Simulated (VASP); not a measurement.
Mg3Si2N: single point with PBE

The system is Mg3Si2N.

```
CELL_PARAMETERS angstrom
3.38661 0.00000 0.00000
0.00000 3.38661 0.00000
0.00000 0.00000 7.42219
ATOMIC_POSITIONS crystal
Mg 0.50000 0.50000 0.00000
Mg 0.00000 0.50000 0.38200
Mg 0.50000 0.00000 0.61800
Si 0.00000 0.50000 0.73400
Si 0.50000 0.00000 0.26600
N 0.00000 0.00000 0.00000
```

The cell was generated, and may not be a known phase.

```json
{"Program": "VASP 6.6.1", "Task": "single point", "Functional": "PBE", "Potentials or basis": "VASP PAW PBE potentials, release 64 (Mg, Si, N)", "Cutoff": "520 eV", "k mesh": "6 × 6 × 4", "Occupations": "gaussian, width 0.1 eV", "Spin": "collinear spin, ferromagnetic start", "Starting moments": "[0.0, 0.0, 0.0, 0.0, 0.0, 1.0] μB", "Dipole correction": "no", "Further INCAR settings": "ALGO = Normal; EDIFF = 1e-07; NBANDS = 22"}
```

| Property | Result |
| --- | --- |
| Pressure | 13.1 GPa |
| Largest force | 0.893 eV/Å |
| Net moment | 0.00 μB per cell |
| Valence electrons inside the program's atomic spheres | Mg 0.38, 0.46 (each value once); Si 1.70; N 3.47 |

Forces on the atoms (eV/Å):
```
Mg   0.000  0.000  0.000
Mg   0.000  0.000 -0.081
Mg   0.000  0.000  0.081
Si   0.000  0.000  0.893
Si   0.000  0.000 -0.893
N    0.000  0.000  0.000
```

Stress tensor (GPa, compression positive):
```
11.18  0.00  0.00
 0.00 11.18  0.00
 0.00  0.00 16.81
```

Levels at points of the mesh, in eV from the Fermi level:
Spin up:
| k point | band 6 | band 7 | band 8 | band 9 | band 10 | band 11 | band 12 | band 13 |
| --- | --- | --- | --- | --- | --- | --- | --- | --- |
| (0.00, 0.00, 0.00) | -2.33 | -2.33 | 1.17 | 1.17 | 1.32 | 1.48 | 1.48 | 2.33 |
| (0.50, 0.00, 0.00) | -4.97 | -1.91 | -1.41 | -0.41 | 0.19 | 1.94 | 2.55 | 2.63 |
| (0.50, 0.50, 0.00) | -3.92 | -3.92 | -3.64 | -3.34 | -0.61 | -0.61 | 0.35 | 0.55 |
| (0.00, 0.00, 0.50) | -2.32 | -1.29 | 0.07 | 0.65 | 0.65 | 2.20 | 2.20 | 3.19 |
| (0.50, 0.00, 0.50) | -3.44 | -3.39 | -1.91 | -1.48 | 1.39 | 1.95 | 2.58 | 3.52 |
| (0.50, 0.50, 0.50) | -4.13 | -4.13 | -3.80 | -2.16 | -1.40 | 0.65 | 0.65 | 1.21 |
Spin down:
```csv
k point,band 6,band 7,band 8,band 9,band 10,band 11,band 12,band 13
"(0.00, 0.00, 0.00)",-2.33,-2.33,1.17,1.17,1.32,1.48,1.48,2.33
"(0.50, 0.00, 0.00)",-4.97,-1.91,-1.41,-0.41,0.19,1.94,2.55,2.63
"(0.50, 0.50, 0.00)",-3.92,-3.92,-3.64,-3.34,-0.61,-0.61,0.35,0.55
"(0.00, 0.00, 0.50)",-2.32,-1.29,0.07,0.65,0.65,2.20,2.20,3.19
"(0.50, 0.00, 0.50)",-3.44,-3.39,-1.91,-1.48,1.39,1.95,2.58,3.52
"(0.50, 0.50, 0.50)",-4.13,-4.13,-3.80,-2.16,-1.40,0.65,0.65,1.21
```

Run time: 2.2 min on 1 thread of Intel(R) Xeon(R) Platinum 8375C CPU @ 2.90GHz (Ice Lake), on a shared host, peak memory 0.28 GiB.

Caveat: the stress differs along the axes, from 11 to 17 GPa.
